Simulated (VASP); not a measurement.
Write the native input for VASP 6.6.1 that does the following.

| Quantity | Value |
| --- | --- |
| Task | single point |
| Functional | PBE |
| Potentials or basis | VASP PAW PBE potentials, release 64 (Cu) |
| Cutoff | 520 eV |
| k mesh | 18 × 18 × 18 |
| Occupations | gaussian, width 0.15 eV |
| Spin | no spin polarisation |
| Dipole correction | no |
| Further INCAR settings | ALGO = Fast; EDIFF = 1e-06; NBANDS = 18 |

The structure of Cu lies in POSCAR:

```
Cu
1.0
    1.2386412945     -4.0308860292      0.0000000000
    1.2386412945      4.0308860292      0.0000000000
    0.0000000000      0.0000000000      2.5142119659
Cu
2
Direct
    0.0586703329      0.7905999919      0.1852878746
    0.9413296671      0.2094000081      0.8147121254
```

This cell differs from its parent crystal: atoms displaced along several vibrational modes.

The input as run:

INCAR

```
SYSTEM = Cu
PREC = Accurate
ENCUT = 520
EDIFF = 1E-6
ISMEAR = 0
SIGMA = 0.15
LREAL = .False.
LASPH = .True.
NELM = 60
ALGO = Fast
ISIF = 2
LWAVE = .False.
LCHARG = .True.
GGA = PE
LELF = .True.
LVHAR = .True.
NBANDS = 18
```

KPOINTS

```
regular mesh
0
Gamma
  18 18 18
  0 0 0
```

Potentials or basis: VASP PAW PBE potentials, release 64 (Cu).

The run is started by

```bash
$ cat potpaw_PBE.64/Cu/POTCAR > POTCAR
$ mpirun -np 1 vasp_std > vasp.out
```

It gave:

| Item | Value |
| --- | --- |
| Pressure | 5.5 GPa |
| Largest force | 1.178 eV/Å |
| Band gap on the k mesh | zero (bands 11 and 12 overlap by 5.57 eV) |

Caveat: the cell differs from its parent crystal (atoms displaced along several vibrational modes); the stress differs along the axes, from 2 to 12 GPa; forces of over 1 eV/Å act on the atoms, so gaps and moduli don't describe the material at rest.

It took 12 min on 1 thread of AMD EPYC 9R45 96-Core Processor (Zen 5) (shared host), peak memory 1.1 GiB.
